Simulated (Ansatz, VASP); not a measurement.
## One calculation of Sn, two programs

```
Sn
1.0
     0.00000    3.28227    3.28227
     3.28227    0.00000    3.28227
     3.28227    3.28227    0.00000
Sn
2
Direct
  0.00000 0.00000 0.00000
  0.25000 0.25000 0.25000
```

Alike in both runs: functional r2SCAN; k mesh 12 × 12 × 12; occupations gaussian, width 0.1 eV; no spin polarisation.

Ansatz relaxed the structure, and its values are those at the end. VASP's run is a single point on that final structure, the one shown.

```csv
,VASP,Ansatz
version,VASP 6.6.1,Ansatz 0.2.0
potentials or method,"VASP PAW PBE potentials, release 64 (Sn_d), cutoff 520 eV","scalar-relativistic, plane waves, PAW"
valence electrons in the cell,28,28
```

|  | VASP | Ansatz | Ansatz less VASP |
| --- | --- | --- | --- |
| gap on the k mesh at the Fermi level (eV) | none | none | - |
| pressure (GPa) | 0.0 | 0.0 | +0.05 |

VASP's potentials were made for PBE, not for r2SCAN. A gap of «none» marks a metal or a gap that the smearing closes.
